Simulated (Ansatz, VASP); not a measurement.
# HfN in VASP and in Ansatz

```
Hf N
1.0
     0.00000    2.25900    2.25900
     2.25900    0.00000    2.25900
     2.25900    2.25900    0.00000
Hf N
1 1
Direct
  0.00000 0.00000 0.00000
  0.50000 0.50000 0.50000
```

Alike in both runs: task single point; functional LDA; k mesh 20 × 20 × 20; occupations gaussian, width 0.15 eV; no spin polarisation.

```csv
,VASP,Ansatz
version,VASP 6.6.1,Ansatz 0.2.0
potentials or method,"VASP PAW LDA potentials, release 64 (Hf_pv, N), cutoff 520 eV","scalar-relativistic, plane waves, PAW"
valence electrons in the cell,15,31
```

|  | VASP | Ansatz | Ansatz less VASP |
| --- | --- | --- | --- |
| gap on the k mesh at the Fermi level (eV) | none | none | - |
| pressure (GPa) | -10.6 | -9.4 | +1.25 |

LDA's correlation is that of Perdew and Zunger in VASP and of Perdew and Wang (1992) in Ansatz. A gap of «none» marks a metal or a gap that the smearing closes. VASP's potentials hold 15 valence electrons a cell and Ansatz's 31, so a difference there can come from the potentials and not from the codes.

Spin-orbit coupling is off throughout.
